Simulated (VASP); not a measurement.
# KCl (I4/mmm) in VASP: settings compared

Aim: see how the results for KCl move with the level of theory and the settings. Levels: PBE, r2SCAN. Tasks: single point.

All numbers are computed with VASP 6.6.1; they aren't measurements. Logs are shortened: lines on timing, memory, paths and dates and some standing lists are left out, and cuts for length are marked.

**1. The cell of the first run**

It takes space group I4/mmm (No. 139, tetragonal). Conventional cell: a = 4.189 Å, b = 4.189 Å, c = 6.290 Å, α = 90.00°, β = 90.00°, γ = 90.00°. K (site symmetry 4/mmm) has 6 Cl at 2.96 to 3.14 Å within 3.9 Å. Within 3.9 Å of Cl (site symmetry 4/mmm) lie 6 K at 2.96 to 3.14 Å.

**2. Single point, PBE (biaxial xy strain -5.8%)**

The input, INCAR:

```
PREC = Accurate ; ENCUT = 520
EDIFF = 1E-6 ; ISMEAR = -1
SIGMA = 0.02 ; LREAL = False
LASPH = True ; NELM = 60
ALGO = Normal ; ISIF = 2
LWAVE = False ; LCHARG = True
GGA = PE ; LELF = True
LVHAR = True ; NBANDS = 15
```

The input, KPOINTS:

```
Automatic mesh
0
Gamma
  8 8 8
```

The input, POSCAR:

```
KCl
1.0
    0.0000000000      2.9618181498      3.1448483221
    2.9618181498      0.0000000000      3.1448483221
    2.9618181498      2.9618181498      0.0000000000
K Cl
1 1
Direct
    0.0000000000      0.0000000000      0.0000000000
    0.5000000000      0.5000000000      0.5000000000
```

Potentials or basis: VASP PAW PBE potentials, release 64 (K_sv, Cl).

On the command line:

```
$ cat potpaw_PBE.64/K_sv/POTCAR potpaw_PBE.64/Cl/POTCAR > POTCAR
$ mpirun -np 1 vasp_std > vasp.out
```

OUTCAR:

```text
PREC = Accurate
   ENCUT = 520
   EDIFF = 1E-6
   ISMEAR = -1
   LREAL = False
   LASPH = True
   NELM = 60
   ISIF = 2
   GGA = PE

 ion  position               nearest neighbor table
   1  0.000  0.000  0.000-   2 2.96   2 2.96   2 2.96   2 2.96   2 3.14   2 3.14
   2  0.500  0.500  0.500-   1 2.96   1 2.96   1 2.96   1 2.96   1 3.14   1 3.14

  LATTYP: Found a body centered tetragonal cell.
 ALAT       =     4.1886433967
 C/A-ratio  =     1.5016070953

  Lattice vectors:

 A1 = (  -2.9618181498,   0.0000000000,   3.1448483221)
 A2 = (   2.9618181498,   0.0000000000,   3.1448483221)
 A3 = (   0.0000000000,   2.9618181498,  -3.1448483221)

Analysis of symmetry for initial positions (statically):
=====================================================================
 Subroutine PRICEL returns:
 Original cell was already a primitive cell.

 Routine SETGRP: Setting up the symmetry group for a
 body centered tetragonal supercell.

 Subroutine GETGRP returns: Found 16 space group operations
 (whereof 16 operations were pure point group operations)
 out of a pool of 16 trial point group operations.

The static configuration has the point symmetry D_4h.

Analysis of symmetry for dynamics (positions and initial velocities):
=====================================================================
 Subroutine PRICEL returns:
 Original cell was already a primitive cell.

 Routine SETGRP: Setting up the symmetry group for a
 body centered tetragonal supercell.

 Subroutine GETGRP returns: Found 16 space group operations
 (whereof 16 operations were pure point group operations)
 out of a pool of 16 trial point group operations.

The dynamic configuration has the point symmetry D_4h.

 Subroutine INISYM returns: Found 16 space group operations
 (whereof 16 operations are pure point group operations),
 and found     1 'primitive' translations

----------------------------------------------------------------------------------------

                                     Primitive cell

  volume of cell :      55.1755

  direct lattice vectors                    reciprocal lattice vectors
     0.000000000  2.961818150  3.144848322    -0.168815226  0.168815226  0.158990180
     2.961818150  0.000000000  3.144848322     0.168815226 -0.168815226  0.158990180
     2.961818150  2.961818150  0.000000000     0.168815226  0.168815226 -0.158990180

  length of vectors
     4.320004366  4.320004366  4.188643397     0.286836257  0.286836257  0.286836257

  position of ions in fractional coordinates (direct lattice)
     0.000000000  0.000000000  0.000000000
     0.500000000  0.500000000  0.500000000

  ion indices of the primitive-cell ions
   primitive index   ion index
[... 87 lines left out ...]
   EMIN   =  10.00;   EMAX   =-10.00  energy-range for DOS
   EFERMI =   0.00;   METHOD = LEGACY
   ISMEAR =    -1;   SIGMA  =   0.02  broadening in eV -4-tet -1-fermi 0-gaus
   EFERMI_NEDOS =   21; number of points for ismear=-14 and -15
   IALGO  =     38    algorithm
   IMIX   =      4    mixing-type and parameters
     AMIX     =   0.40;   BMIX     =  1.00
     AMIX_MAG =   1.60;   BMIX_MAG =  1.00
  volume/ion in A,a.u.               =      27.59       186.17
  Fermi-wavevector in a.u.,A,eV,Ry     =   1.083593  2.047693 15.975590  1.174173
  Thomas-Fermi vector in A             =   2.219662
   LORBIT       =      0    0 simple, 1 ext, 2 COOP (PROOUT), +10 PAW based schemes
   GGA     = PE    functional components
   LHFCALC =     F    Hartree Fock is set to
   AEXX    =    0.0000 exact exchange contribution
   IVDW    =     0    specifies the selected vdW correction
   LEPSILON=     F    determine dielectric tensor
   LRPA    =     F    only Hartree local field effects (RPA)
 non-spin polarized calculation
  energy-cutoff  :      520.00
  volume of cell :       55.18
 maximum number of plane-waves:      1498
   NGX = 17   NGY = 17   NGZ = 15

 number of electron      15.9999998 magnetization

 Free energy of the ion-electron system (eV)
  ---------------------------------------------------
  ext. energy  EPLUGINS =         0.00000000
  ---------------------------------------------------
  free energy    TOTEN  =        -6.67587347 eV

  energy without entropy =       -6.67587347  energy(sigma->0) =       -6.67587347

 E-fermi :  -0.7852     XC(G=0):  -8.0443

 val. band max:       -1.2793635056   @ k =   0.0000   0.0000   0.0000
 cond. band min:       4.3023794582   @ k =   0.0000   0.0000   0.0000
 fundamental gap:      5.5817429639
 Fermi energy:        -0.7852142058

 k-point     1 :       0.0000    0.0000    0.0000
  band No.  band energies     occupation
      1     -28.2246      2.00000
      2     -13.5841      2.00000
      3     -11.6924      2.00000
      4     -11.6924      2.00000
      5     -11.6843      2.00000
      6      -1.3565      2.00000
      7      -1.2794      2.00000
      8      -1.2794      2.00000
      9       4.3024      0.00000
     10       6.8357      0.00000
     11       7.2595      0.00000
     12       7.2595      0.00000
     13       7.9522      0.00000
     14       8.2005      0.00000
[... 401 lines left out ...]
      2     -13.7696      2.00000
      3     -11.7207      2.00000
      4     -11.7108      2.00000
      5     -11.4398      2.00000
      6      -2.3120      2.00000
      7      -1.6844      2.00000
      8      -1.6191      2.00000
      9       6.2566      0.00000
     10       6.8526      0.00000
     11       8.8284      0.00000
     12       9.1514      0.00000
     13       9.3243      0.00000
     14      10.1483      0.00000
     15      12.0097      0.00000

 [... further k-points ...]

------------------------ aborting loop because EDIFF is reached ----------------------------------------

  FORCE on cell =-STRESS in cart. coord.  units (eV):
  Direction    XX          YY          ZZ          XY          YZ          ZX
  --------------------------------------------------------------------------------------
  -------------------------------------------------------------------------------------
  Total        1.9179075      1.9179075      0.6039782      0.0000000      0.0000000      0.0000000
  in kB       55.6918649     55.6918649     17.5382149      0.0000000      0.0000000      0.0000000
  external PRESSURE =      42.9739816 kB  Pullay stress =       0.0000000 kB

 VOLUME and BASIS-vectors are now :
 -----------------------------------------------------------------------------
  energy-cutoff  :      520.00
  volume of cell :       55.18
      direct lattice vectors                 reciprocal lattice vectors
     0.000000000  2.961818150  3.144848322    -0.168815226  0.168815226  0.158990180
     2.961818150  0.000000000  3.144848322     0.168815226 -0.168815226  0.158990180
     2.961818150  2.961818150  0.000000000     0.168815226  0.168815226 -0.158990180

 POSITION                                       TOTAL-FORCE (eV/Angst)
 -----------------------------------------------------------------------------------
      0.00000      0.00000      0.00000         0.000000     -0.000000      0.000000
      2.96182      2.96182      3.14485        -0.000000      0.000000      0.000000
 -----------------------------------------------------------------------------------
    total drift:                                0.000000     -0.000000     -0.000000

  FREE ENERGIE OF THE ION-ELECTRON SYSTEM (eV)
  ---------------------------------------------------
  free  energy   TOTEN  =        -6.6758734662 eV

  energy  without entropy=       -6.6758734662  energy(sigma->0) =       -6.67587347
```

OSZICAR:

```text
N       E                     dE             d eps       ncg     rms          rms(c)
DAV:   1     0.104538660158E+03    0.10454E+03   -0.72444E+03  1770   0.974E+02
DAV:   2    -0.103401247998E+01   -0.10557E+03   -0.96684E+02  2254   0.246E+02
DAV:   3    -0.673066683303E+01   -0.56967E+01   -0.56691E+01  2457   0.508E+01
DAV:   4    -0.694490326494E+01   -0.21424E+00   -0.21420E+00  2630   0.894E+00
DAV:   5    -0.694656371160E+01   -0.16604E-02   -0.16604E-02  2527   0.864E-01    0.420E+00
DAV:   6    -0.667689741937E+01    0.26967E+00   -0.39127E-01  2211   0.339E+00    0.340E+00
DAV:   7    -0.666396128661E+01    0.12936E-01   -0.10558E-01  2421   0.193E+00    0.185E+00
DAV:   8    -0.667481495846E+01   -0.10854E-01   -0.15257E-02  2111   0.959E-01    0.190E-01
DAV:   9    -0.667530367774E+01   -0.48872E-03   -0.52261E-04  2519   0.150E-01    0.956E-02
DAV:  10    -0.667586265452E+01   -0.55898E-03   -0.58347E-04  1826   0.150E-01    0.198E-02
DAV:  11    -0.667587097004E+01   -0.83155E-05   -0.19597E-05  2413   0.309E-02    0.705E-03
DAV:  12    -0.667587337259E+01   -0.24026E-05   -0.39056E-06  1945   0.142E-02    0.151E-03
DAV:  13    -0.667587346617E+01   -0.93579E-07   -0.10522E-07  1830   0.218E-03
   1 F= -.66758735E+01 E0= -.66758735E+01  d E =-.119863E-12
```

stdout:

```text
POSCAR found type information on POSCAR K Cl
 POSCAR found :  2 types and       2 ions
 scaLAPACK will be used
 LDA part: xc-table for (Slater+PW92), standard interpolation
 POSCAR, INCAR and KPOINTS ok, starting setup
 FFT: planning ... GRIDC
 FFT: planning ... GRID_SOFT
 FFT: planning ... GRID
 WAVECAR not read
 entering main loop
```

Wall time 40 s (1 thread of AMD EPYC 7R43 (Zen 3), shared host); peak memory 0.17 GiB.

Results:

```
Free energy            : -6.6759 eV
Pressure               : 4.3 GPa
Band gap on the k mesh : 5.58 eV
```

Stress tensor (GPa, compression positive):
```
5.57 0.00 0.00
0.00 5.57 0.00
0.00 0.00 1.75
```

Caveat: the cell differs from its parent crystal (biaxial xy strain -5.8%); the cell stands under pressure. A k mesh can miss the band edges.

**3. Single point, r2SCAN (biaxial xy strain -5.8%)**

POSCAR is that of step 2.

The input, INCAR.step1:

```
ALGO = Normal
EDIFF = 1E-4
ENCUT = 520
GGA = PE
ISMEAR = 0
LASPH = True
LCHARG = False
LREAL = False
LWAVE = True
NBANDS = 15
NELM = 100
PREC = Accurate
SIGMA = 0.01
```

The input, INCAR.step2:

```
ALGO = Normal
EDIFF = 1E-6
ENCUT = 520
ISIF = 2
ISMEAR = 0
ISTART = 1
LASPH = True
LCHARG = False
LMIXTAU = True
LREAL = False
LWAVE = False
METAGGA = R2SCAN
NBANDS = 15
NELM = 100
PREC = Accurate
SIGMA = 0.01
```

The input, KPOINTS:

```
k-points
0
Gamma
  8 8 8
```

Potentials or basis: VASP PAW PBE potentials, release 64 (K_sv, Cl).

On the command line:

```
$ cat potpaw_PBE.64/K_sv/POTCAR potpaw_PBE.64/Cl/POTCAR > POTCAR
$ cp INCAR.step1 INCAR
$ mpirun -np 1 vasp_std > vasp.out
$ cp INCAR.step2 INCAR
$ mpirun -np 1 vasp_std > vasp.out
```

It took 3.2 min on 1 thread of AMD EPYC 7R43 (Zen 3), shared host; peak memory 0.18 GiB.

The run converged. Its results:

```yaml
Free_energy: -16.4133 eV
Pressure: 3.4 GPa
Band_gap_on_the_k_mesh: 6.23 eV
```

Stress tensor (GPa, compression positive):
```
4.80 0.00 0.00
0.00 4.80 0.00
0.00 0.00 0.74
```

Levels at points of the mesh, in eV from the valence-band top:
```csv
k point,band 4,band 5,band 6,band 7,band 8,band 9,band 10,band 11,band 12,band 13
"(0.00, 0.00, 0.00)",-10.72,-10.71,-0.08,0.00,0.00,6.23,8.75,9.18,9.18,10.03
"(0.50, 0.00, 0.00)",-10.71,-10.38,-1.31,-0.48,-0.46,8.44,9.67,11.67,11.71,12.34
"(0.50, 0.50, 0.00)",-10.79,-10.79,-0.87,-0.21,-0.21,6.93,9.79,11.19,11.20,12.02
"(0.50, 0.00, 0.50)",-10.83,-10.79,-0.72,-0.33,-0.29,6.83,9.75,11.39,11.53,12.07
```

Caveat: the cell differs from its parent crystal (biaxial xy strain -5.8%); the cell stands under pressure; the PAW data sets were made with another functional, which shifts forces and pressure a little. A k mesh can miss the band edges.
